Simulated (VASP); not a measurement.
Runs of VASP 6.6.1 on LiH. The structure is that of space group Pm-3m (No. 221), or close to it. The cells are those of the table. 

| level | cell | k mesh | smearing | grid for exact exchange (PRECFOCK) | screening parameter | gap on the mesh (eV) |
| --- | --- | --- | --- | --- | --- | --- |
| PBE | a = 2.418 Å, 2 atoms | 10 × 10 × 10 | fermi-dirac 0.02 eV | - | - | 0.71 |
| r2SCAN | a = 2.502, b = 2.502, c = 2.472 Å, 2 atoms | 10 × 10 × 10 | gaussian 0.01 eV | - | - | 1.26 |
| HSE06 | a = 2.502, b = 2.502, c = 2.472 Å, 2 atoms | 8 × 8 × 8 | gaussian 0.01 eV | Normal | 0.2079 1/Å | 1.38 |
| r2SCAN | a = 2.418 Å, 2 atoms | 10 × 10 × 10 | gaussian 0.01 eV | - | - | 1.28 |
| PBE | a = 2.547, b = 2.547, c = 2.521 Å, 2 atoms | 10 × 10 × 10 | fermi-dirac 0.02 eV | - | - | 0.71 |
| r2SCAN | a = 2.547, b = 2.547, c = 2.521 Å, 2 atoms | 10 × 10 × 10 | gaussian 0.01 eV | - | - | 1.26 |
| PBE | a = 2.502, b = 2.502, c = 2.472 Å, 2 atoms | 10 × 10 × 10 | fermi-dirac 0.02 eV | - | - | (a) |
| HSE06 | a = 2.418 Å, 2 atoms | 8 × 8 × 8 | gaussian 0.01 eV | Normal | 0.2079 1/Å | 1.42 |

Alike in all rows: task single point; potentials or basis VASP PAW PBE potentials, release 64 (Li_sv, H); no spin polarisation; cutoff (eV) 520.

Problem. Estimate the missing entries.

Solution. (a) 0.68.

A k mesh can miss the band edges.
